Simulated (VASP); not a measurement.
Write the native input for VASP 6.6.1 that does the following.

```yaml
Task: relaxation of cell and atoms
Functional: PBEsol
Potentials_or_basis: VASP PAW PBE potentials, release 64 (Be)
Cutoff: 600 eV
k_mesh: 13 × 13 × 8
Occupations: fermi-dirac, width 0.05 eV
Spin: no spin polarisation
Dipole_correction: no
Further_INCAR_settings: ALGO = Normal; EDIFF = 1e-06; IBRION = 2; EDIFFG = -0.01; NSW = 60; ISIF = 3
```

The structure of Be lies in POSCAR:

```
Be
1.0
    2.2853000000      0.0000000000      0.0000000000
   -1.1426500000      1.9791278553      0.0000000000
    0.0000000000      0.0000000000      3.5842000000
Be
2
Direct
    0.6666666667      0.3333333333      0.7500000000
    0.3333333333      0.6666666667      0.2500000000
```

The input as run:

INCAR

```
SYSTEM = Be
ALGO = Normal ; EDIFF = 1E-6
EDIFFG = -0.01 ; ENCUT = 600
GGA = PS ; IBRION = 2
ISIF = 3 ; ISMEAR = -1
LASPH = .True. ; LCHARG = .False.
LREAL = .False. ; LWAVE = .False.
NELM = 100 ; NSW = 60
PREC = Accurate ; SIGMA = 0.05
```

KPOINTS

```
k-points
0
Gamma
  13 13 8
  0 0 0
```

Potentials or basis: VASP PAW PBE potentials, release 64 (Be).

Command:

```console
$ cat potpaw_PBE.64/Be/POTCAR > POTCAR
$ mpirun -np 1 vasp_std > vasp.out
```

It gave:

```json
{"Relaxed volume": "7.86 Å³/atom", "Relaxed cell": "a = 2.263 Å, b = 2.263 Å, c = 3.546 Å, α = 90.00°, β = 90.00°, γ = 120.00°", "Space group after relaxing (to 0.05 Å)": "P6_3/mmc (No. 194)", "Energy gained by relaxing": "2.7 meV/atom", "Ionic steps": "5", "Pressure after relaxing": "0.1 GPa", "Band gap on the k mesh": "zero (band 2 reaches 8.15 eV, above the bottom of band 3 at 6.51 eV)"}
```

Caveat: the PAW data sets were made with another functional, which shifts forces and pressure a little.

Wall time 9.3 s on 1 thread of Intel Xeon 6975P-C, on a shared host, peak memory 0.13 GiB.
